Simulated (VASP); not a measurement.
Set up this calculation in VASP 6.6.1, as the native input.

* Task: single point
* Functional: PBE
* Dispersion: D3(BJ)
* Potentials or basis: VASP PAW PBE potentials, release 64 (B, N)
* Cutoff: 520 eV
* k mesh: 12 × 12 × 1
* Occupations: gaussian, width 0.02 eV
* Spin: no spin polarisation
* Dipole correction: yes
* Further INCAR settings: ALGO = Normal; EDIFF = 1e-06; NBANDS = 11

The structure of BN lies in POSCAR:

```
BN
1.0
    2.5087676887      0.0000000000      0.0000000000
   -1.2543838444      2.1726565506      0.0000000000
    0.0000000000      0.0000000000     26.0000000000
B N
1 1
Direct
    0.6666666667      0.3333333333      0.5000000000
    0.3333333333      0.6666666667      0.5000000000
```

These files were run (other wordings do the same):

INCAR

```
  PREC = Accurate
  ENCUT = 520
  EDIFF = 1E-6
  ISMEAR = 0
  SIGMA = 0.02
  LREAL = False
  LASPH = True
  NELM = 80
  ALGO = Normal
  ISIF = 2
  LWAVE = False
  LCHARG = False
  LDIPOL = True
  IDIPOL = 3
  DIPOL = 0.5 0.5 0.500
  GGA = PE
  IVDW = 12
  NBANDS = 11
```

KPOINTS

```
regular mesh
0
Gamma
  12 12 1
```

Potentials or basis: VASP PAW PBE potentials, release 64 (B, N).

The run is started by

```sh
$ cat potpaw_PBE.64/B/POTCAR potpaw_PBE.64/N/POTCAR > POTCAR
$ mpirun -np 1 vasp_std > vasp.out
```

Results of the run:

```json
{
 "Band gap on the k mesh": "4.67 eV, direct",
 "Dispersion energy per atom": "-0.077 eV"
}
```

It took 28 s on 1 thread of Intel(R) Xeon(R) 6975P-C (Granite Rapids), on a shared host, peak memory 0.26 GiB.
